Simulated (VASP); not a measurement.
# ZnAu (Pm-3m) in VASP: vibrations by perturbation theory with LDA

Aim: the vibrations by perturbation theory of ZnAu with LDA.

All numbers are computed with VASP 6.6.1; they aren't measurements. Logs are shortened: lines on timing, memory, paths and dates and some standing lists are left out, and cuts for length are marked.

### 1 The cell of the first run

The structure is cubic, space group Pm-3m (No. 221). The conventional cell has a = 3.096 Å, b = 3.096 Å, c = 3.096 Å, α = 90.00°, β = 90.00°, γ = 90.00°. Within 3.5 Å of Zn (site symmetry m-3m) lie 8 Au at 2.68 Å and 6 Zn at 3.10 Å. Au (site symmetry m-3m) has 8 Zn at 2.68 Å and 6 Au at 3.10 Å within 3.5 Å.

### 2 Vibrations by perturbation theory, LDA

Input file INCAR:

```
PREC     = Accurate       # precision mode
ENCUT    = 520            # plane-wave cutoff, eV
EDIFF    = 1E-8           # SCF threshold, eV
ISMEAR   = -1             # smearing method
SIGMA    = 0.15           # smearing width, eV
LREAL    = False          # projectors in reciprocal space
LASPH    = True           # aspherical terms in the spheres
NELM     = 100            # most SCF steps
ALGO     = Normal         # electronic algorithm
ISIF     = 2              # what is computed and relaxed
LWAVE    = False          # write WAVECAR
LCHARG   = False          # write CHGCAR
GGA      = CA             # functional
IBRION   = 8              # ionic algorithm
NSW      = 1              # ionic steps
```

Input file KPOINTS:

```
Automatic mesh
0
Gamma
  14 14 14
```

Input file POSCAR:

```
ZnAu
1.0
    3.0959548182      0.0000000000      0.0000000000
    0.0000000000      3.0959548182      0.0000000000
    0.0000000000      0.0000000000      3.0959548182
Zn Au
1 1
Direct
    0.5000000000      0.5000000000      0.5000000000
    0.0000000000      0.0000000000      0.0000000000
```

Potentials or basis: VASP PAW LDA potentials, release 64 (Zn, Au).

On the command line:

```sh
> cat potpaw_LDA.64/Zn/POTCAR potpaw_LDA.64/Au/POTCAR > POTCAR
> mpirun -np 1 vasp_std > vasp.out
```

OUTCAR:

```text
PREC = Accurate
   ENCUT = 520
   EDIFF = 1E-8
   ISMEAR = -1
   LREAL = False
   LASPH = True
   NELM = 100
   ISIF = 2
   GGA = CA
   IBRION = 8
   NSW = 1

 ion  position               nearest neighbor table
   1  0.500  0.500  0.500-   2 2.68   2 2.68   2 2.68   2 2.68   2 2.68   2 2.68   2 2.68   2 2.68

   2  0.000  0.000  0.000-   1 2.68   1 2.68   1 2.68   1 2.68   1 2.68   1 2.68   1 2.68   1 2.68

  LATTYP: Found a simple cubic cell.
 ALAT       =     3.0959548182

  Lattice vectors:

 A1 = (   3.0959548182,   0.0000000000,   0.0000000000)
 A2 = (   0.0000000000,   3.0959548182,   0.0000000000)
 A3 = (   0.0000000000,   0.0000000000,   3.0959548182)

Analysis of symmetry for initial positions (statically):
=====================================================================
 Subroutine PRICEL returns:
 Original cell was already a primitive cell.

 Routine SETGRP: Setting up the symmetry group for a
 simple cubic supercell.

 Subroutine GETGRP returns: Found 48 space group operations
 (whereof 48 operations were pure point group operations)
 out of a pool of 48 trial point group operations.

The static configuration has the point symmetry O_h .

Analysis of symmetry for dynamics (positions and initial velocities):
=====================================================================
 Subroutine PRICEL returns:
 Original cell was already a primitive cell.

 Routine SETGRP: Setting up the symmetry group for a
 simple cubic supercell.

 Subroutine GETGRP returns: Found 48 space group operations
 (whereof 48 operations were pure point group operations)
 out of a pool of 48 trial point group operations.

The dynamic configuration has the point symmetry O_h .

 Subroutine INISYM returns: Found 48 space group operations
 (whereof 48 operations are pure point group operations),
 and found     1 'primitive' translations

----------------------------------------------------------------------------------------

                                     Primitive cell

  volume of cell :      29.6745

  direct lattice vectors                    reciprocal lattice vectors
     3.095954818  0.000000000  0.000000000     0.323002130  0.000000000  0.000000000
     0.000000000  3.095954818  0.000000000     0.000000000  0.323002130  0.000000000
     0.000000000  0.000000000  3.095954818     0.000000000  0.000000000  0.323002130

  length of vectors
     3.095954818  3.095954818  3.095954818     0.323002130  0.323002130  0.323002130

  position of ions in fractional coordinates (direct lattice)
     0.500000000  0.500000000  0.500000000
     0.000000000  0.000000000  0.000000000

  ion indices of the primitive-cell ions
   primitive index   ion index
                 1           1
                 2           2

----------------------------------------------------------------------------------------

 KPOINTS: Automatic mesh

Automatic generation of k-mesh.
 Grid dimensions read from file:
 generate k-points for:   14   14   14

 Generating k-lattice:

  Cartesian coordinates                     Fractional coordinates (reciprocal lattice)
     0.023071581  0.000000000  0.000000000     0.071428571  0.000000000  0.000000000
     0.000000000  0.023071581  0.000000000     0.000000000  0.071428571  0.000000000
     0.000000000  0.000000000  0.023071581     0.000000000  0.000000000  0.071428571

  Length of vectors
     0.023071581  0.023071581  0.023071581

  Shift w.r.t. Gamma in fractional coordinates (k-lattice)
     0.000000000  0.000000000  0.000000000

 Subroutine IBZKPT returns following result:
 ===========================================

 Found    120 irreducible k-points:

 Following reciprocal coordinates:
            Coordinates               Weight
  0.000000  0.000000  0.000000      1.000000
  0.071429  0.000000  0.000000      6.000000
  0.142857  0.000000  0.000000      6.000000
  0.214286  0.000000  0.000000      6.000000
  0.285714  0.000000  0.000000      6.000000
  0.357143  0.000000  0.000000      6.000000
[... 16 lines left out ...]
  0.285714  0.214286  0.000000     24.000000
  0.357143  0.214286  0.000000     24.000000
 [... further k-points ...]
   k-points           NKPTS =    120   k-points in BZ     NKDIM =    120   number of bands    NBANDS=     15
[... 21 lines left out ...]
   IBRION =      8    ionic relax: 0-MD 1-quasi-New 2-CG
   NFREE  =      0    steps in history (QN), initial steepest desc. (CG)
   ISIF   =      2    stress and relaxation
   ISYM   =      2    0-nonsym 1-usesym 2-fastsym
   POTIM  = 0.5000    time-step for ionic-motion
   TEBEG  =    0.0;   TEEND  =   0.0 temperature during run
   PSTRESS=    0.0 pullay stress
   NELECT =      23.0000    total number of electrons
   NUPDOWN=      -1.0000    fix difference up-down
   EMIN   =  10.00;   EMAX   =-10.00  energy-range for DOS
   EFERMI =   0.00;   METHOD = LEGACY
   ISMEAR =    -1;   SIGMA  =   0.15  broadening in eV -4-tet -1-fermi 0-gaus
   EFERMI_NEDOS =   21; number of points for ismear=-14 and -15
   IALGO  =     38    algorithm
   IMIX   =      4    mixing-type and parameters
     AMIX     =   0.40;   BMIX     =  1.00
     AMIX_MAG =   1.60;   BMIX_MAG =  1.00
  volume/ion in A,a.u.               =      14.84       100.13
  Fermi-wavevector in a.u.,A,eV,Ry     =   1.503798  2.841766 30.768329  2.261408
  Thomas-Fermi vector in A             =   2.614861
   LORBIT       =      0    0 simple, 1 ext, 2 COOP (PROOUT), +10 PAW based schemes
   GGA     = CA    functional components
   LHFCALC =     F    Hartree Fock is set to
   AEXX    =    0.0000 exact exchange contribution
   IVDW    =     0    specifies the selected vdW correction
   LEPSILON=     F    determine dielectric tensor
   LRPA    =     F    only Hartree local field effects (RPA)
 non-spin polarized calculation
  energy-cutoff  :      520.00
  volume of cell :       29.67
 maximum number of plane-waves:       840
 NGX is ok and might be reduce to    24
   NGX = 11   NGY = 11   NGZ = 11

--------------------------------------- Ionic step        1  -------------------------------------------

 number of electron      22.9999962 magnetization

 Free energy of the ion-electron system (eV)
  ---------------------------------------------------
  ext. energy  EPLUGINS =         0.00000000
  ---------------------------------------------------
  free energy    TOTEN  =        -6.77458846 eV

  energy without entropy =       -6.73806620  energy(sigma->0) =       -6.75632733

 E-fermi :   7.5465     XC(G=0): -12.9574

 val. band max:        7.5260590922   @ k =   0.4286   0.4286   0.3571
 cond. band min:       7.5909949252   @ k =   0.2857   0.0714   0.0714
 fundamental gap:      0.0649358330
 Fermi energy:         7.5464551518

 k-point     1 :       0.0000    0.0000    0.0000
  band No.  band energies     occupation
      1      -3.6002      2.00000
      2      -0.9311      2.00000
      3      -0.9311      2.00000
      4      -0.1372      2.00000
      5      -0.1372      2.00000
      6      -0.1372      2.00000
      7       1.8843      2.00000
      8       1.8843      2.00000
      9       3.6908      2.00000
     10       3.6908      2.00000
     11       3.6908      2.00000
     12      12.5119      0.00000
     13      12.5119      0.00000
     14      12.5119      0.00000
[... 401 lines left out ...]
      2      -0.6073      2.00000
      3      -0.3187      2.00000
      4      -0.2290      2.00000
      5      -0.1142      2.00000
      6       0.2272      2.00000
      7       1.6642      2.00000
      8       2.0585      2.00000
      9       2.8265      2.00000
     10       2.9390      2.00000
     11       3.4558      2.00000
     12       6.9274      1.96824
     13      11.6817      0.00000
     14      16.3352      0.00000
     15      17.0272      0.00000

 [... further k-points ...]
[... 5 lines left out ...]
  --------------------------------------------------------------------------------------
  -------------------------------------------------------------------------------------
  Total        0.1353710      0.1353710      0.1353710     -0.0000000      0.0000000      0.0000000
  in kB        7.3089054      7.3089054      7.3089054     -0.0000000      0.0000000      0.0000000
  external PRESSURE =       7.3089054 kB  Pullay stress =       0.0000000 kB

 VOLUME and BASIS-vectors are now :
 -----------------------------------------------------------------------------
  energy-cutoff  :      520.00
  volume of cell :       29.67
      direct lattice vectors                 reciprocal lattice vectors
     3.095954818  0.000000000  0.000000000     0.323002130  0.000000000  0.000000000
     0.000000000  3.095954818  0.000000000     0.000000000  0.323002130  0.000000000
     0.000000000  0.000000000  3.095954818     0.000000000  0.000000000  0.323002130

 POSITION                                       TOTAL-FORCE (eV/Angst)
 -----------------------------------------------------------------------------------
      1.54798      1.54798      1.54798         0.000000      0.000000      0.000000
      0.00000      0.00000      0.00000         0.000000      0.000000      0.000000
 -----------------------------------------------------------------------------------
    total drift:                                0.000000      0.000000     -0.000000

  FREE ENERGIE OF THE ION-ELECTRON SYSTEM (eV)
  ---------------------------------------------------
  free  energy   TOTEN  =        -6.7745884600 eV

  energy  without entropy=       -6.7380661952  energy(sigma->0) =       -6.75632733

[... ionic steps 2 to 3 ...]

--------------------------------------- Ionic step        4  -------------------------------------------

------------------------ aborting loop because EDIFF is reached ----------------------------------------

[... ionic steps 5 to 6 ...]

--------------------------------------- Ionic step        7  -------------------------------------------

 Free energy of the ion-electron system (eV)
  ---------------------------------------------------
  ---------------------------------------------------
  free energy    TOTEN  =        -0.28217804 eV

  energy without entropy =       -0.28217804

------------------------ aborting loop because EDIFF is reached ----------------------------------------

 INTERNAL STRAIN TENSOR  FOR ION    2  DIRECTION 1   (eV/Angst):
 -----------------------------------------------------------------------------
    -0.02711  0.00000 -0.00000
     0.00000  0.00780  0.00000
    -0.00000  0.00000  0.00780

 INTERNAL STRAIN TENSOR FOR ION    2 for displacements in x,y,z  (eV/Angst):
          X           Y           Z          XY          YZ          ZX
  --------------------------------------------------------------------------------
  x     0.00000     0.00000     0.00000     0.00000     0.00000     0.00000
  y     0.00000     0.00000     0.00000     0.00000     0.00000     0.00000
  z     0.00000     0.00000     0.00000     0.00000     0.00000     0.00000

 SECOND DERIVATIVES (NOT SYMMETRIZED)
 ------------------------------------
               1X          1Y          1Z          2X          2Y          2Z
  1X    -4.059913    0.000000   -0.000000    4.059913   -0.000000    0.000000
  1Y     0.000000   -4.059913    0.000000   -0.000000    4.059913   -0.000000
  1Z    -0.000000   -0.000000   -4.059913    0.000000    0.000000    4.059913
  2X     4.109191    0.000000    0.000000   -4.109191   -0.000000   -0.000000
  2Y     0.000000    4.109191    0.000000    0.000000   -4.109191   -0.000000
  2Z     0.000000    0.000000    4.109191   -0.000000   -0.000000   -4.109191

 Eigenvectors and eigenvalues of the dynamical matrix
 ----------------------------------------------------

   1 f  =    4.502572 THz    28.290496 2PiTHz  150.189645 cm-1    18.621134 meV
             X         Y         Z           dx          dy          dz
      1.547977  1.547977  1.547977     0.865154   -0.000000   -0.000000
      0.000000  0.000000  0.000000    -0.501507    0.000000    0.000000
[... 21 lines left out ...]
   6 f/i=    0.011785 THz     0.074044 2PiTHz    0.393090 cm-1     0.048737 meV
             X         Y         Z           dx          dy          dz
      1.547977  1.547977  1.547977     0.473850   -0.163220   -0.018302
      0.000000  0.000000  0.000000     0.817442   -0.281573   -0.031574

--------------------------------------------------------------------------------------------------------

 ELASTIC MODULI CONTR FROM IONIC RELAXATION (kBar)
 Direction    XX          YY          ZZ          XY          YZ          ZX
 --------------------------------------------------------------------------------
 XX           0.0000      0.0000      0.0000      0.0000      0.0000      0.0000
 YY           0.0000      0.0000      0.0000      0.0000      0.0000      0.0000
 ZZ           0.0000      0.0000      0.0000      0.0000      0.0000      0.0000
 XY           0.0000      0.0000      0.0000      0.0000      0.0000      0.0000
 YZ           0.0000      0.0000      0.0000      0.0000      0.0000      0.0000
 ZX           0.0000      0.0000      0.0000      0.0000      0.0000      0.0000
 --------------------------------------------------------------------------------
```

It took 1.8 min on 1 thread of Intel Xeon Platinum 8559C (Emerald Rapids), shared host; peak memory 0.39 GiB.

Results:

| Quantity | Value |
| --- | --- |
| Highest phonon frequency at Γ, LO-TO splitting left out | 150 cm⁻¹ |

Phonon frequencies in cm⁻¹ (negative: imaginary):
```tsv
q point	frequencies
(0.000, 0.000, 0.000)	0 0 0 150 150 150
```

Caveat: spin-orbit coupling is left out, which moves the levels of the heavy elements.
